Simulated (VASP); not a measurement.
Input of a VASP 6.6.1 run:

The input INCAR:

```
SYSTEM = KBr
ALGO     = Normal         ! electronic algorithm
EDIFF    = 1E-6           ! SCF threshold, eV
ENCUT    = 520            ! plane-wave cutoff, eV
GGA      = PE             ! functional
ISIF     = 2              ! what is computed and relaxed
ISMEAR   = 0              ! smearing method
LASPH    = .True.         ! aspherical terms in the spheres
LCHARG   = .False.        ! write CHGCAR
LREAL    = .False.        ! projectors in reciprocal space
LWAVE    = .False.        ! write WAVECAR
NBANDS   = 15             ! bands
NELM     = 60             ! most SCF steps
PREC     = Accurate       ! precision mode
SIGMA    = 0.01           ! smearing width, eV
```

KPOINTS

```
k-points
0
Gamma
  4 4 4
  0 0 0
```

POSCAR

```
KBr
1.0
    0.0000000000      3.3022478179      3.3022478179
    3.3022478179      0.0000000000      3.3022478179
    3.3022478179      3.3022478179      0.0000000000
K Br
1 1
Direct
    0.0000000000      0.0000000000      0.0000000000
    0.5000000000      0.5000000000      0.5000000000
```

Potentials or basis: VASP PAW PBE potentials, release 64 (K_sv, Br).

Command:

```sh
$ cat potpaw_PBE.64/K_sv/POTCAR potpaw_PBE.64/Br/POTCAR > POTCAR
$ mpirun -np 1 vasp_std > vasp.out
```

**Question.** Estimate the pressure.

**Answer.** 0.7 GPa.

**Question.** Estimate the band gap on the k mesh.

**Answer.** 4.43 eV.
